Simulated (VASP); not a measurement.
# SnO2 (P4_2/mnm) in VASP: a series of runs

The runs below take SnO2 through single point, with HF, PBE.

All numbers are computed with VASP 6.6.1; they aren't measurements. Logs are shortened: lines on timing, memory, paths and dates and some standing lists are left out, and cuts for length are marked.

## Step 1: The cell of the first run

It takes space group P4_2/mnm (No. 136, tetragonal). Conventional cell: a = 4.738 Å, b = 4.738 Å, c = 3.187 Å, α = 90.00°, β = 90.00°, γ = 90.00°. Within 2.7 Å of Sn (site symmetry mmm) lie 6 O at 2.05 to 2.06 Å. O (site symmetry m2m) has 3 Sn at 2.05 to 2.06 Å and 1 O at 2.59 Å within 2.7 Å.

## Step 2: Single point, HF

POSCAR

```
SnO2
1.0
    4.7380000000      0.0000000000      0.0000000000
    0.0000000000      4.7380000000      0.0000000000
    0.0000000000      0.0000000000      3.1865000000
Sn O
2 4
Direct
    0.5000000000      0.5000000000      0.5000000000
    0.0000000000      0.0000000000      0.0000000000
    0.8071000000      0.1929000000      0.5000000000
    0.6929000000      0.6929000000      0.0000000000
    0.1929000000      0.8071000000      0.5000000000
    0.3071000000      0.3071000000      0.0000000000
```

INCAR.step1

```
SYSTEM = SnO2
PREC = Accurate
ENCUT = 520
EDIFF = 1E-5
ISMEAR = -1
SIGMA = 0.05
LREAL = .FALSE.
LASPH = .TRUE.
NELM = 80
ALGO = Normal
ISIF = 2
LWAVE = .TRUE.
LCHARG = .FALSE.
NBANDS = 35
GGA = PE
```

INCAR.step2

```
SYSTEM = SnO2
PREC = Accurate
ENCUT = 520
EDIFF = 1E-7
ISMEAR = -1
SIGMA = 0.05
LREAL = .FALSE.
LASPH = .TRUE.
NELM = 80
ALGO = Normal
ISIF = 2
LWAVE = .FALSE.
LCHARG = .FALSE.
GGA = PE
LHFCALC = .TRUE.
AEXX = 1.0
ALDAC = 0.0
AGGAC = 0.0
PRECFOCK = Fast
NBANDS = 35
ISTART = 1
```

KPOINTS

```
Automatic mesh
0
G
  3 3 5
  0 0 0
```

Potentials or basis: VASP PAW PBE potentials, release 64 (Sn_d, O).

The run is started by

```
cat potpaw_PBE.64/Sn_d/POTCAR potpaw_PBE.64/O/POTCAR > POTCAR
cp INCAR.step1 INCAR
mpirun -np 1 vasp_std > vasp.out
cp INCAR.step2 INCAR
mpirun -np 1 vasp_std > vasp.out
```

OUTCAR:

```text
SYSTEM = SnO2
   PREC = Accurate
   ENCUT = 520
   EDIFF = 1E-7
   ISMEAR = -1
   LREAL = .FALSE.
   LASPH = .TRUE.
   NELM = 80
   ISIF = 2
   GGA = PE
   LHFCALC = .TRUE.
   AEXX = 1.0
   PRECFOCK = Fast
   ISTART = 1

 ion  position               nearest neighbor table
   1  0.500  0.500  0.500-   4 2.05   6 2.05   4 2.05   6 2.05   5 2.06   3 2.06   2 3.71   2 3.71
                             2 3.71   2 3.71   2 3.71   2 3.71   2 3.71   2 3.71
   2  0.000  0.000  0.000-   3 2.05   5 2.05   3 2.05   5 2.05   4 2.06   6 2.06   1 3.71   1 3.71
                             1 3.71   1 3.71   1 3.71   1 3.71   1 3.71   1 3.71
   3  0.807  0.193  0.500-   2 2.05   2 2.05   1 2.06
   4  0.693  0.693  0.000-   1 2.05   1 2.05   2 2.06
   5  0.193  0.807  0.500-   2 2.05   2 2.05   1 2.06
   6  0.307  0.307  0.000-   1 2.05   1 2.05   2 2.06

  LATTYP: Found a simple tetragonal cell.
 ALAT       =     4.7380000000
 C/A-ratio  =     0.6725411566

  Lattice vectors:

 A1 = (   4.7380000000,   0.0000000000,   0.0000000000)
 A2 = (   0.0000000000,   4.7380000000,   0.0000000000)
 A3 = (   0.0000000000,   0.0000000000,   3.1865000000)

Analysis of symmetry for initial positions (statically):
=====================================================================
 Subroutine PRICEL returns:
 Original cell was already a primitive cell.

 Routine SETGRP: Setting up the symmetry group for a
 simple tetragonal supercell.

 Subroutine GETGRP returns: Found 16 space group operations
 (whereof  8 operations were pure point group operations)
 out of a pool of 16 trial point group operations.

The static configuration has the point symmetry D_2h.
 The point group associated with its full space group is D_4h.

Analysis of symmetry for dynamics (positions and initial velocities):
=====================================================================
 Subroutine PRICEL returns:
 Original cell was already a primitive cell.

 Routine SETGRP: Setting up the symmetry group for a
 simple tetragonal supercell.

 Subroutine GETGRP returns: Found 16 space group operations
 (whereof  8 operations were pure point group operations)
 out of a pool of 16 trial point group operations.

The dynamic configuration has the point symmetry D_2h.
 The point group associated with its full space group is D_4h.

 Subroutine INISYM returns: Found 16 space group operations
 (whereof  8 operations are pure point group operations),
 and found     1 'primitive' translations

----------------------------------------------------------------------------------------

                                     Primitive cell

  volume of cell :      71.5326

  direct lattice vectors                    reciprocal lattice vectors
     4.738000000  0.000000000  0.000000000     0.211059519  0.000000000  0.000000000
     0.000000000  4.738000000  0.000000000     0.000000000  0.211059519  0.000000000
     0.000000000  0.000000000  3.186500000     0.000000000  0.000000000  0.313823945

  length of vectors
     4.738000000  4.738000000  3.186500000     0.211059519  0.211059519  0.313823945

  position of ions in fractional coordinates (direct lattice)
     0.500000000  0.500000000  0.500000000
     0.000000000  0.000000000  0.000000000
     0.807100000  0.192900000  0.500000000
     0.692900000  0.692900000  0.000000000
     0.192900000  0.807100000  0.500000000
     0.307100000  0.307100000  0.000000000

  ion indices of the primitive-cell ions
   primitive index   ion index
                 1           1
                 2           2
                 3           3
                 4           4
                 5           5
                 6           6

----------------------------------------------------------------------------------------

 KPOINTS: Automatic mesh

Automatic generation of k-mesh.
 Grid dimensions read from file:
 generate k-points for:    3    3    5

 Generating k-lattice:

  Cartesian coordinates                     Fractional coordinates (reciprocal lattice)
     0.070353173  0.000000000  0.000000000     0.333333333  0.000000000  0.000000000
     0.000000000  0.070353173  0.000000000     0.000000000  0.333333333  0.000000000
     0.000000000  0.000000000  0.062764789     0.000000000  0.000000000  0.200000000

  Length of vectors
     0.070353173  0.070353173  0.062764789

  Shift w.r.t. Gamma in fractional coordinates (k-lattice)
     0.000000000  0.000000000  0.000000000

 Subroutine IBZKPT returns following result:
 ===========================================

 Found      9 irreducible k-points:

 Following reciprocal coordinates:
            Coordinates               Weight
  0.000000  0.000000  0.000000      1.000000
  0.333333  0.000000  0.000000      4.000000
  0.333333  0.333333  0.000000      4.000000
  0.000000  0.000000  0.200000      2.000000
  0.333333  0.000000  0.200000      8.000000
  0.333333  0.333333  0.200000      8.000000
  0.000000  0.000000  0.400000      2.000000
  0.333333  0.000000  0.400000      8.000000
  0.333333  0.333333  0.400000      8.000000
   k-points           NKPTS =      9   k-points in BZ     NKDIM =     45   number of bands    NBANDS=     35
   number of dos      NEDOS =    301   number of ions     NIONS =      6
   total plane-waves  NPLWV =  31104
   dimension x,y,z NGX =    36 NGY =   36 NGZ =   24
   dimension x,y,z NGXF=    72 NGYF=   72 NGZF=   48
   ions per type =               2   4
   NGX,Y,Z   is equivalent  to a cutoff of  12.63, 12.63, 12.52 a.u.
   NGXF,Y,Z  is equivalent  to a cutoff of  25.26, 25.26, 25.04 a.u.
 SYSTEM =  SnO2
   PREC   = accura    normal or accurate (medium, high low for compatibility)
   ISTART =      1    job   : 0-new  1-cont  2-samecut
   ICHARG =      0    charge: 1-file 2-atom 10-const
   ISPIN  =      1    spin polarized calculation?
   LNONCOLLINEAR =      F non collinear calculations
   LSORBIT =      F    spin-orbit coupling
   LASPH  =      T    aspherical Exc in radial PAW
   ENCUT  =  520.0 eV  38.22 Ry    6.18 a.u.   8.81  8.81  5.92*2*pi/ulx,y,z
   NELM   =     80;   NELMIN=  2; NELMDL=  0     # of ELM steps
   EDIFF  = 0.1E-06   stopping-criterion for ELM
   LREAL  =      F    real-space projection
   EDIFFG = 0.1E-05   stopping-criterion for IOM
   NSW    =      0    number of steps for IOM
   IBRION =     -1    ionic relax: 0-MD 1-quasi-New 2-CG
   NFREE  =      0    steps in history (QN), initial steepest desc. (CG)
   ISIF   =      2    stress and relaxation
   ISYM   =      3    0-nonsym 1-usesym 2-fastsym
   POTIM  = 0.5000    time-step for ionic-motion
   TEBEG  =    0.0;   TEEND  =   0.0 temperature during run
   PSTRESS=    0.0 pullay stress
   NELECT =      52.0000    total number of electrons
   NUPDOWN=      -1.0000    fix difference up-down
   EMIN   =  10.00;   EMAX   =-10.00  energy-range for DOS
   EFERMI =   0.00;   METHOD = LEGACY
   ISMEAR =    -1;   SIGMA  =   0.05  broadening in eV -4-tet -1-fermi 0-gaus
   EFERMI_NEDOS =   21; number of points for ismear=-14 and -15
   IALGO  =     38    algorithm
   IMIX   =      1    mixing-type and parameters
     AMIX     =   0.40;   BMIX     =  1.00
     AMIX_MAG =   1.60;   BMIX_MAG =  1.00
  volume/ion in A,a.u.               =      11.92        80.45
  Fermi-wavevector in a.u.,A,eV,Ry     =   1.472000  2.781677 29.480903  2.166785
  Thomas-Fermi vector in A             =   2.587068
   LORBIT       =      0    0 simple, 1 ext, 2 COOP (PROOUT), +10 PAW based schemes
   GGA     = PE    functional components
   LHFCALC =     T    Hartree Fock is set to
   PRECFOCK=fast      Normal, Fast or Accurate (Low or Medium for compatibility)
   ENCUT4O =  -1.0   cutoff for four orbital integrals eV
   NKREDX  =     1    reduce k-point grid by
   NKREDY  =     1    reduce k-point grid by
   NKREDZ  =     1    reduce k-point grid by
   AEXX    =    1.0000 exact exchange contribution
   HFSCREEN=    0.0000 screening length (either q_TF or 0.3 A-1)
   HFSCREENC=   0.0000 screening length for correlation (either q_TF or 0.3 A-1)
   ENCUTFOCK=  -1.0 apply spherical cutoff to Coloumb kernel
   IVDW    =     0    specifies the selected vdW correction
   LEPSILON=     F    determine dielectric tensor
   LRPA    =     F    only Hartree local field effects (RPA)
 non-spin polarized calculation
  energy-cutoff  :      520.00
  volume of cell :       71.53
 maximum number of plane-waves:      1940
 NGX is ok and might be reduce to    36
  NGX = 20; NGY = 20; NGZ = 14

 number of electron      51.9999993 magnetization

 Free energy of the ion-electron system (eV)
  ---------------------------------------------------
  ext. energy  EPLUGINS =         0.00000000
  ---------------------------------------------------
  free energy    TOTEN  =       -85.40295290 eV

  energy without entropy =      -85.40295290  energy(sigma->0) =      -85.40295290

 E-fermi :   1.4728     XC(G=0):   0.0000

 val. band max:        0.3164991253   @ k =   0.0000   0.0000   0.0000
 cond. band min:      12.7244689137   @ k =   0.0000   0.0000   0.0000
 fundamental gap:     12.4079697884
 Fermi energy:         1.4728367539

 k-point     1 :       0.0000    0.0000    0.0000
  band No.  band energies     occupation
      1     -25.9459      2.00000
      2     -24.8262      2.00000
      3     -24.2482      2.00000
      4     -24.2482      2.00000
      5     -24.2428      2.00000
      6     -24.0305      2.00000
[... 27 lines left out ...]
     34      25.4935      0.00000
     35      25.4936      0.00000

 k-point     2 :       0.3333    0.0000    0.0000
  band No.  band energies     occupation
      1     -25.7088      2.00000
      2     -25.0883      2.00000
      3     -24.3009      2.00000
      4     -24.2435      2.00000
      5     -24.2434      2.00000
      6     -24.0794      2.00000
[... 27 lines left out ...]
     34      24.4906      0.00000
     35      24.8917      0.00000
[... 226 lines left out ...]
     34      24.2138      0.00000
     35      24.5828      0.00000

 k-point     9 :       0.3333    0.3333    0.4000
  band No.  band energies     occupation
      1     -25.7580      2.00000
      2     -25.5293      2.00000
      3     -24.9840      2.00000
      4     -24.4950      2.00000
      5     -23.8668      2.00000
      6     -23.8628      2.00000
[... 27 lines left out ...]
     34      24.8820      0.00000
     35      25.1174      0.00000

------------------------ aborting loop because EDIFF is reached ----------------------------------------

  FORCE on cell =-STRESS in cart. coord.  units (eV):
  Direction    XX          YY          ZZ          XY          YZ          ZX
  --------------------------------------------------------------------------------------
  -------------------------------------------------------------------------------------
  Total       -1.0926663     -1.0926663     -2.2200300     -0.0000000      0.0000000      0.0000000
  in kB      -24.4733881    -24.4733881    -49.7239233     -0.0000000      0.0000000      0.0000000
  external PRESSURE =     -32.8902332 kB  Pullay stress =       0.0000000 kB

 VOLUME and BASIS-vectors are now :
 -----------------------------------------------------------------------------
  energy-cutoff  :      520.00
  volume of cell :       71.53
      direct lattice vectors                 reciprocal lattice vectors
     4.738000000  0.000000000  0.000000000     0.211059519  0.000000000  0.000000000
     0.000000000  4.738000000  0.000000000     0.000000000  0.211059519  0.000000000
     0.000000000  0.000000000  3.186500000     0.000000000  0.000000000  0.313823945

 POSITION                                       TOTAL-FORCE (eV/Angst)
 -----------------------------------------------------------------------------------
      2.36900      2.36900      1.59325         0.000000     -0.000000      0.000000
      0.00000      0.00000      0.00000         0.000000     -0.000000      0.000000
      3.82404      0.91396      1.59325        -0.136327      0.136327      0.000000
      3.28296      3.28296      0.00000         0.136327      0.136327      0.000000
      0.91396      3.82404      1.59325         0.136327     -0.136327      0.000000
      1.45504      1.45504      0.00000        -0.136327     -0.136327      0.000000
 -----------------------------------------------------------------------------------
    total drift:                               -0.000002     -0.000001     -0.000000

  FREE ENERGIE OF THE ION-ELECTRON SYSTEM (eV)
  ---------------------------------------------------
  free  energy   TOTEN  =       -85.4029529045 eV

  energy  without entropy=      -85.4029529045  energy(sigma->0) =      -85.40295290
```

Run time: 37 min. Hardware: 1 thread of Oxide Virtual Turin-like, shared host; peak memory 0.16 GiB.

Results:

- Free energy: -85.4030 eV
- Pressure: -3.3 GPa
- Largest force: 0.193 eV/Å
- Band gap on the k mesh: 12.41 eV

Forces on the atoms (eV/Å):
```
Sn   0.000  0.000  0.000
Sn   0.000  0.000  0.000
O   -0.136  0.136  0.000
O    0.136  0.136  0.000
O    0.136 -0.136  0.000
O   -0.136 -0.136  0.000
```

Caveat: the k points lie up to 0.44 Å⁻¹ apart; the PAW data sets were made with another functional, which shifts forces and pressure a little; spin-orbit coupling is left out, which moves the levels of the heavy elements.

## Step 3: Single point, PBE, collinear spin

This run uses another cell than the first one, of 12.58 Å³/atom.

INCAR

```
SYSTEM = SnO2
PREC = Accurate
ENCUT = 600
EDIFF = 1E-6
ISMEAR = -4
SIGMA = 0.05
LREAL = .False.
LASPH = .True.
NELM = 200
ALGO = Normal
ISIF = 2
LWAVE = .False.
LCHARG = .False.
ISPIN = 2
MAGMOM = 0.5 -0.25 0 0 0 0
LORBIT = 11
GGA = PE
NBANDS = 39
GGA_COMPAT = .False.
```

KPOINTS

```
Automatic mesh
0
Gamma
  6 6 8
  0 0 0
```

POSCAR

```
SnO2
1.0
    4.8271123335      0.0000009609      0.0000000000
    0.0000009609      4.8271123335      0.0000000000
    0.0000000000      0.0000000000      3.2381262781
Sn O
2 4
Direct
    0.5000000000      0.5000000000      0.5000000000
    0.0000000000      0.0000000000      0.0000000000
    0.8065871492      0.1934128508      0.5000000000
    0.6934130592      0.6934130592      0.0000000000
    0.1934128508      0.8065871492      0.5000000000
    0.3065869408      0.3065869408      0.0000000000
```

Potentials or basis: VASP PAW PBE potentials, release 64 (Sn_d, O).

The run is started by

```
cat potpaw_PBE.64/Sn_d/POTCAR potpaw_PBE.64/O/POTCAR > POTCAR
mpirun -np 1 vasp_std > vasp.out
```

It took 9.7 min on 1 thread of Oxide Virtual Turin-like, shared host; peak memory 0.43 GiB.

Results (log left out):

* Free energy: -37.3202 eV
* Pressure: 0.4 GPa
* Largest force: 0.018 eV/Å
* Band gap on the k mesh: 0.67 eV
* Net moment: 0.00 μB per cell
* Valence electrons inside the program's atomic spheres: Sn 12.24; O 5.04

Forces in eV/Å, atoms in the order of the input:
```
Sn   0.000  0.000  0.000
Sn   0.000  0.000  0.000
O   -0.012  0.012  0.000
O    0.012  0.012  0.000
O    0.012 -0.012  0.000
O   -0.012 -0.012  0.000
```

Stress tensor (GPa, compression positive):
```
0.34 0.00 0.00
0.00 0.34 0.00
0.00 0.00 0.62
```

Levels at points of the mesh, in eV from the valence-band top:
Spin up:
```tsv
k point	band 24	band 25	band 26	band 27	band 28	band 29
(0.00, 0.00, 0.00)	-0.74	-0.74	0.00	0.67	5.69	6.06
(0.50, 0.00, 0.00)	-1.21	-0.61	-0.61	3.88	3.88	6.81
(0.50, 0.50, 0.00)	-1.33	-0.85	-0.85	4.27	4.27	7.15
(0.00, 0.00, 0.50)	-1.53	-1.18	-1.18	5.59	5.59	9.36
(0.50, 0.00, 0.50)	-1.02	-0.75	-0.75	5.85	5.85	7.61
(0.50, 0.50, 0.50)	-0.92	-0.78	-0.78	4.35	4.35	8.61
```
Spin down:
```tsv
k point	band 24	band 25	band 26	band 27	band 28	band 29
(0.00, 0.00, 0.00)	-0.74	-0.74	0.00	0.67	5.69	6.06
(0.50, 0.00, 0.00)	-1.21	-0.61	-0.61	3.88	3.88	6.81
(0.50, 0.50, 0.00)	-1.33	-0.85	-0.85	4.27	4.27	7.15
(0.00, 0.00, 0.50)	-1.53	-1.18	-1.18	5.59	5.59	9.36
(0.50, 0.00, 0.50)	-1.02	-0.75	-0.75	5.85	5.85	7.61
(0.50, 0.50, 0.50)	-0.92	-0.78	-0.78	4.35	4.35	8.61
```

Caveat: semilocal functionals underestimate gaps, and a narrow one can read as zero; spin-orbit coupling is left out, which moves the levels of the heavy elements. Expect the measured gap to be larger: semilocal functionals such as PBE lack the derivative discontinuity.
